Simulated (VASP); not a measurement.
# B (Fm-3m) in VASP: a series of runs, part 2 of 2

VASP 6.6.1.

## Step 3: Single point, PBE+D3(BJ)

This run uses another cell than the first one, of 5.73 Å³/atom, 0.568 times its volume.

Input file INCAR:

```
SYSTEM = B
ALGO = Normal ; EDIFF = 1E-6
ENCUT = 520 ; GGA = PE
ISIF = 2 ; ISMEAR = 0
IVDW = 12 ; LASPH = .TRUE.
LCHARG = .FALSE. ; LREAL = .FALSE.
LWAVE = .FALSE. ; NBANDS = 8
NELM = 100 ; PREC = Accurate
SIGMA = 0.1
```

Input file KPOINTS:

```
k-points
0
G
  24 24 24
  0 0 0
```

Input file POSCAR:

```
B
1.0
    0.0000000000      1.4205156493      1.4205156493
    1.4205156493      0.0000000000      1.4205156493
    1.4205156493      1.4205156493      0.0000000000
B
1
Direct
    0.0000000000      0.0000000000      0.0000000000
```

Potentials or basis: VASP PAW PBE potentials, release 64 (B).

Command:

```
> cat potpaw_PBE.64/B/POTCAR > POTCAR
> mpirun -np 1 vasp_std > vasp.out
```

OUTCAR:

```text
SYSTEM = B
   EDIFF = 1E-6
   ENCUT = 520
   GGA = PE
   ISIF = 2
   ISMEAR = 0
   IVDW = 12
   LASPH = .TRUE.
   LREAL = .FALSE.
   NELM = 100
   PREC = Accurate
 IVDW          = 12

 ion  position               nearest neighbor table
   1  0.000  0.000  0.000-

  LATTYP: Found a face centered cubic cell.
 ALAT       =     2.8410312986

  Lattice vectors:

 A1 = (   0.0000000000,   1.4205156493,   1.4205156493)
 A2 = (   1.4205156493,   0.0000000000,   1.4205156493)
 A3 = (   1.4205156493,   1.4205156493,   0.0000000000)

Analysis of symmetry for initial positions (statically):
=====================================================================
 Subroutine PRICEL returns:
 Original cell was already a primitive cell.

 Routine SETGRP: Setting up the symmetry group for a
 face centered cubic supercell.

 Subroutine GETGRP returns: Found 48 space group operations
 (whereof 48 operations were pure point group operations)
 out of a pool of 48 trial point group operations.

The static configuration has the point symmetry O_h .

Analysis of symmetry for dynamics (positions and initial velocities):
=====================================================================
 Subroutine PRICEL returns:
 Original cell was already a primitive cell.

 Routine SETGRP: Setting up the symmetry group for a
 face centered cubic supercell.

 Subroutine GETGRP returns: Found 48 space group operations
 (whereof 48 operations were pure point group operations)
 out of a pool of 48 trial point group operations.

The dynamic configuration has the point symmetry O_h .

 Subroutine INISYM returns: Found 48 space group operations
 (whereof 48 operations are pure point group operations),
 and found     1 'primitive' translations

----------------------------------------------------------------------------------------

                                     Primitive cell

  volume of cell :       5.7328

  direct lattice vectors                    reciprocal lattice vectors
     0.000000000  1.420515649  1.420515649    -0.351984859  0.351984859  0.351984859
     1.420515649  0.000000000  1.420515649     0.351984859 -0.351984859  0.351984859
     1.420515649  1.420515649  0.000000000     0.351984859  0.351984859 -0.351984859

  length of vectors
     2.008912497  2.008912497  2.008912497     0.609655659  0.609655659  0.609655659

  position of ions in fractional coordinates (direct lattice)
     0.000000000  0.000000000  0.000000000

  ion indices of the primitive-cell ions
   primitive index   ion index
                 1           1

----------------------------------------------------------------------------------------

 KPOINTS: k-points

Automatic generation of k-mesh.
 Grid dimensions read from file:
 generate k-points for:   24   24   24

 Generating k-lattice:

  Cartesian coordinates                     Fractional coordinates (reciprocal lattice)
    -0.014666036  0.014666036  0.014666036     0.041666667  0.000000000  0.000000000
     0.014666036 -0.014666036  0.014666036     0.000000000  0.041666667  0.000000000
     0.014666036  0.014666036 -0.014666036     0.000000000  0.000000000  0.041666667

  Length of vectors
     0.025402319  0.025402319  0.025402319

  Shift w.r.t. Gamma in fractional coordinates (k-lattice)
     0.000000000  0.000000000  0.000000000

 Subroutine IBZKPT returns following result:
 ===========================================

 Found    413 irreducible k-points:

 Following reciprocal coordinates:
            Coordinates               Weight
  0.000000  0.000000  0.000000      1.000000
  0.041667  0.000000  0.000000      8.000000
  0.083333  0.000000  0.000000      8.000000
  0.125000  0.000000  0.000000      8.000000
  0.166667  0.000000  0.000000      8.000000
  0.208333  0.000000  0.000000      8.000000
[... 16 lines left out ...]
  0.416667  0.041667  0.000000     24.000000
  0.458333  0.041667  0.000000     24.000000
 [... further k-points ...]
   k-points           NKPTS =    413   k-points in BZ     NKDIM =    413   number of bands    NBANDS=      8
   number of dos      NEDOS =    301   number of ions     NIONS =      1
   total plane-waves  NPLWV =   4096
   dimension x,y,z NGX =    16 NGY =   16 NGZ =   16
   dimension x,y,z NGXF=    32 NGYF=   32 NGZF=   32
   ions per type =               1
   NGX,Y,Z   is equivalent  to a cutoff of  13.24, 13.24, 13.24 a.u.
   NGXF,Y,Z  is equivalent  to a cutoff of  26.48, 26.48, 26.48 a.u.
 SYSTEM =  B
   PREC   = accura    normal or accurate (medium, high low for compatibility)
   ISTART =      0    job   : 0-new  1-cont  2-samecut
   ICHARG =      2    charge: 1-file 2-atom 10-const
   ISPIN  =      1    spin polarized calculation?
   LNONCOLLINEAR =      F non collinear calculations
   LSORBIT =      F    spin-orbit coupling
   LASPH  =      T    aspherical Exc in radial PAW
   ENCUT  =  520.0 eV  38.22 Ry    6.18 a.u.   3.74  3.74  3.74*2*pi/ulx,y,z
   NELM   =    100;   NELMIN=  2; NELMDL= -5     # of ELM steps
   EDIFF  = 0.1E-05   stopping-criterion for ELM
   LREAL  =      F    real-space projection
   EDIFFG = 0.1E-04   stopping-criterion for IOM
   NSW    =      0    number of steps for IOM
   IBRION =     -1    ionic relax: 0-MD 1-quasi-New 2-CG
   NFREE  =      0    steps in history (QN), initial steepest desc. (CG)
   ISIF   =      2    stress and relaxation
   ISYM   =      2    0-nonsym 1-usesym 2-fastsym
   POTIM  = 0.5000    time-step for ionic-motion
   TEBEG  =    0.0;   TEEND  =   0.0 temperature during run
   PSTRESS=    0.0 pullay stress
   NELECT =       3.0000    total number of electrons
   NUPDOWN=      -1.0000    fix difference up-down
   EMIN   =  10.00;   EMAX   =-10.00  energy-range for DOS
   EFERMI =   0.00;   METHOD = LEGACY
   ISMEAR =     0;   SIGMA  =   0.10  broadening in eV -4-tet -1-fermi 0-gaus
   EFERMI_NEDOS =   21; number of points for ismear=-14 and -15
   IALGO  =     38    algorithm
   IMIX   =      4    mixing-type and parameters
     AMIX     =   0.40;   BMIX     =  1.00
     AMIX_MAG =   1.60;   BMIX_MAG =  1.00
  volume/ion in A,a.u.               =       5.73        38.69
  Fermi-wavevector in a.u.,A,eV,Ry     =   1.319246  2.493014 23.679728  1.740411
  Thomas-Fermi vector in A             =   2.449158
   LORBIT       =      0    0 simple, 1 ext, 2 COOP (PROOUT), +10 PAW based schemes
   GGA     = PE    functional components
   LHFCALC =     F    Hartree Fock is set to
   AEXX    =    0.0000 exact exchange contribution
   IVDW    =    12    specifies the selected vdW correction
   LEPSILON=     F    determine dielectric tensor
   LRPA    =     F    only Hartree local field effects (RPA)
 non-spin polarized calculation
 Gauss-broadening in eV      SIGMA  =   0.10
  energy-cutoff  :      520.00
  volume of cell :        5.73
 maximum number of plane-waves:       169
   NGX =  7   NGY =  7   NGZ =  7

 number of electron       3.0000000 magnetization

 Free energy of the ion-electron system (eV)
  ---------------------------------------------------
  ext. energy  EPLUGINS =         0.00000000
  ---------------------------------------------------
  free energy    TOTEN  =        -5.34623313 eV

  energy without entropy =       -5.34510405  energy(sigma->0) =       -5.34566859

 E-fermi :  10.8989     XC(G=0): -13.1336

 val. band max:       10.8933246954   @ k =   0.5000   0.2500   0.1250
 cond. band min:      10.9356702909   @ k =  -0.3333   0.5000   0.1667
 fundamental gap:      0.0423455955
 Fermi energy:        10.8989175376

 k-point     1 :       0.0000    0.0000    0.0000
  band No.  band energies     occupation
      1      -8.6151      2.00000
      2      27.2847      0.00000
      3      27.2847      0.00000
      4      27.2847      0.00000
      5      43.8791      0.00000
      6      43.8791      0.00000
      7      43.8791      0.00000
      8      47.6534      0.00000
[... 243 lines left out ...]
 k-point    24 :       0.4583    0.0417    0.0000
  band No.  band energies     occupation
      1      -0.2631      2.00000
      2       6.5279      2.00000
      3      23.9440      0.00000
      4      24.2538      0.00000
      5      38.9857      0.00000
      6      41.3357      0.00000
      7      45.1239      0.00000
      8      45.5949      0.00000

 [... further k-points ...]

------------------------ aborting loop because EDIFF is reached ----------------------------------------

 Edisp (eV)   -0.26154

 E8    (eV) :    -0.0869

  FORCE on cell =-STRESS in cart. coord.  units (eV):
  Direction    XX          YY          ZZ          XY          YZ          ZX
  --------------------------------------------------------------------------------------
  -------------------------------------------------------------------------------------
  Total       0.00144     0.00144     0.00144    -0.00000    -0.00000     0.00000
  in kB       0.40213     0.40213     0.40213    -0.00000    -0.00000     0.00000
  external pressure =        0.40 kB  Pullay stress =        0.00 kB

 VOLUME and BASIS-vectors are now :
 -----------------------------------------------------------------------------
  energy-cutoff  :      520.00
  volume of cell :        5.73
      direct lattice vectors                 reciprocal lattice vectors
     0.000000000  1.420515649  1.420515649    -0.351984859  0.351984859  0.351984859
     1.420515649  0.000000000  1.420515649     0.351984859 -0.351984859  0.351984859
     1.420515649  1.420515649  0.000000000     0.351984859  0.351984859 -0.351984859

 POSITION                                       TOTAL-FORCE (eV/Angst)
 -----------------------------------------------------------------------------------
      0.00000      0.00000      0.00000         0.000000      0.000000      0.000000
 -----------------------------------------------------------------------------------
    total drift:                                0.000000     -0.000000     -0.000000

  FREE ENERGIE OF THE ION-ELECTRON SYSTEM (eV)
  ---------------------------------------------------
  free  energy   TOTEN  =        -5.6077741610 eV

  energy  without entropy=       -5.6066450855  energy(sigma->0) =       -5.60720962
```

OSZICAR:

```text
N       E                     dE             d eps       ncg     rms          rms(c)
DAV:   1    -0.337774759074E+01   -0.33777E+01   -0.15762E+03  7464   0.300E+02
DAV:   2    -0.535534359648E+01   -0.19776E+01   -0.19302E+01  9176   0.350E+01
DAV:   3    -0.535700733251E+01   -0.16637E-02   -0.16636E-02  7288   0.109E+00
DAV:   4    -0.535700737696E+01   -0.44449E-07   -0.44841E-07  9664   0.540E-03
DAV:   5    -0.535700737722E+01   -0.26115E-09   -0.91251E-12  7328   0.127E-05    0.180E+00
DAV:   6    -0.534991195855E+01    0.70954E-02   -0.32926E-04  7320   0.119E-01    0.109E+00
DAV:   7    -0.534623464835E+01    0.36773E-02   -0.53264E-04  7288   0.178E-01    0.360E-02
DAV:   8    -0.534623266336E+01    0.19850E-05   -0.17540E-06  7640   0.134E-02    0.154E-02
DAV:   9    -0.534623312825E+01   -0.46489E-06   -0.28525E-07  4928   0.419E-03
   1 F= -.56077742E+01 E0= -.56072096E+01  d E =-.112908E-02
```

stdout:

```text
POSCAR found type information on POSCAR B
 POSCAR found :  1 types and       1 ions
 scaLAPACK will be used
 LDA part: xc-table for (Slater+PW92), standard interpolation
 POSCAR, INCAR and KPOINTS ok, starting setup
 FFT: planning ... GRIDC
 FFT: planning ... GRID_SOFT
 FFT: planning ... GRID
 WAVECAR not read
 entering main loop
```

Run time: 5 s. Hardware: 1 thread of Intel Xeon Platinum 8488C (Sapphire Rapids), shared host; peak memory 0.13 GiB.

Results:

```yaml
Free_energy: -5.6078 eV
Pressure: 0.0 GPa
Dispersion_energy_per_atom: -0.262 eV
```

Caveat: pairwise dispersion overbinds metals, which lowers pressure and volume.

## Step 4: Relaxation of cell and atoms, PBE+D3(BJ)

This run uses another cell than the first one, of 5.74 Å³/atom, 0.568 times its volume.

Input file INCAR:

```
PREC = Accurate ; ENCUT = 600
EDIFF = 1E-6 ; ISMEAR = 0
SIGMA = 0.1 ; LREAL = False
LASPH = True ; NELM = 100
ALGO = Normal ; ISIF = 3
LWAVE = False ; LCHARG = False
GGA = PE ; IVDW = 12
IBRION = 2 ; NSW = 80
EDIFFG = -0.01
```

Input file KPOINTS:

```
Automatic mesh
0
Gamma
  24 24 24
```

Input file POSCAR:

```
B
1.0
    0.0000000000      1.4211676319      1.4211676319
    1.4211676319      0.0000000000      1.4211676319
    1.4211676319      1.4211676319      0.0000000000
B
1
Direct
    0.0000000000      0.0000000000      0.0000000000
```

Potentials or basis: VASP PAW PBE potentials, release 64 (B).

Command:

```
> cat potpaw_PBE.64/B/POTCAR > POTCAR
> mpirun -np 1 vasp_std > vasp.out
```

OUTCAR:

```text
PREC = Accurate
   ENCUT = 600
   EDIFF = 1E-6
   ISMEAR = 0
   LREAL = False
   LASPH = True
   NELM = 100
   ISIF = 3
   GGA = PE
   IVDW = 12
   IBRION = 2
   NSW = 80
   EDIFFG = -0.01
 IVDW          = 12

 ion  position               nearest neighbor table
   1  0.000  0.000  0.000-

  LATTYP: Found a face centered cubic cell.
 ALAT       =     2.8423352638

  Lattice vectors:
[... 422 lines left out ...]
      3      23.9635      0.00000
      4      24.2739      0.00000
      5      39.0070      0.00000

 [... further k-points ...]

------------------------ aborting loop because EDIFF is reached ----------------------------------------

 Edisp (eV)   -0.26176

 E8    (eV) :    -0.0870

  FORCE on cell =-STRESS in cart. coord.  units (eV):
  Direction    XX          YY          ZZ          XY          YZ          ZX
  --------------------------------------------------------------------------------------
  -------------------------------------------------------------------------------------
  Total       0.00627     0.00627     0.00627     0.00000     0.00000     0.00000
  in kB       1.75495     1.75495     1.75495     0.00000     0.00000     0.00000
  external pressure =        1.75 kB  Pullay stress =        0.00 kB

 VOLUME and BASIS-vectors are now :
 -----------------------------------------------------------------------------
  energy-cutoff  :      600.00
  volume of cell :        5.73
      direct lattice vectors                 reciprocal lattice vectors
    -0.000000000  1.420122288  1.420122288    -0.352082355  0.352082355  0.352082355
     1.420122288  0.000000000  1.420122288     0.352082355 -0.352082355  0.352082355
     1.420122288  1.420122288 -0.000000000     0.352082355  0.352082355 -0.352082355

 POSITION                                       TOTAL-FORCE (eV/Angst)
 -----------------------------------------------------------------------------------
      0.00000      0.00000      0.00000        -0.000000     -0.000000      0.000000
 -----------------------------------------------------------------------------------
    total drift:                               -0.000000     -0.000000     -0.000000

  FREE ENERGIE OF THE ION-ELECTRON SYSTEM (eV)
  ---------------------------------------------------
  free  energy   TOTEN  =        -5.6090610631 eV

  energy  without entropy=       -5.6079389675  energy(sigma->0) =       -5.60850002

 reached required accuracy - stopping structural energy minimisation
```

CONTCAR:

```text
B
   1.00000000000000
    -0.0000000000000000    1.4201222876222337    1.4201222876222337
     1.4201222876222337    0.0000000000000000    1.4201222876222337
     1.4201222876222337    1.4201222876222337   -0.0000000000000000
  B
     1
Direct
     0.0000000000000000    0.0000000000000000    0.0000000000000000

  0.00000000E+00  0.00000000E+00  0.00000000E+00
```

Wall time 4.1 s (1 thread of Intel Xeon Platinum 8488C (Sapphire Rapids), shared host); peak memory 0.13 GiB.

What came out:

```yaml
Free_energy: -5.6091 eV
Relaxed_volume: 5.73 Å³/atom
Relaxed_cell: a = 2.008 Å, b = 2.008 Å, c = 2.008 Å, α = 60.00°, β = 60.00°, γ = 60.00°
Space_group_after_relaxing_to_0.05_Å: Fm-3m (No. 225)
Energy_gained_by_relaxing: 0.0 meV/atom
Ionic_steps: 2
Pressure_after_relaxing: 0.2 GPa
Dispersion_energy_per_atom: -0.262 eV
```

Final structure:
```cif
data_structure
_symmetry_space_group_name_H-M 'P 1'
_symmetry_Int_Tables_number 1
_cell_length_a 2.0084
_cell_length_b 2.0084
_cell_length_c 2.0084
_cell_angle_alpha 60.000
_cell_angle_beta 60.000
_cell_angle_gamma 60.000
_cell_volume 5.73
loop_
_atom_site_label
_atom_site_type_symbol
_atom_site_fract_x
_atom_site_fract_y
_atom_site_fract_z
_atom_site_occupancy
B1 B 0.00000 0.00000 0.00000 1
```

Caveat: pairwise dispersion overbinds metals, which lowers pressure and volume.

## Step 5: Summary

```csv
task,cell,k mesh,cutoff (eV),gap on the mesh (eV),pressure (GPa)
single point,"a = 2.426 Å, angles 60.0°, 1 atom",8 × 8 × 8,520,none,-49.4
single point,"a = 2.009 Å, angles 60.0°, 1 atom",24 × 24 × 24,520,none,0.0
relaxation of cell and atoms,"relaxed from a = 2.010 Å, angles 60.0°, 1 atom",24 × 24 × 24,600,none,0.2
```

Alike in all rows: level PBE+D3(BJ); potentials or basis VASP PAW PBE potentials, release 64 (B); no spin polarisation; smearing gaussian 0.1 eV.

Caveats: some runs use coarse meshes; pairwise dispersion overbinds metals, which lowers pressure and volume.

Absolute energies hang on the potentials; compare differences alone.
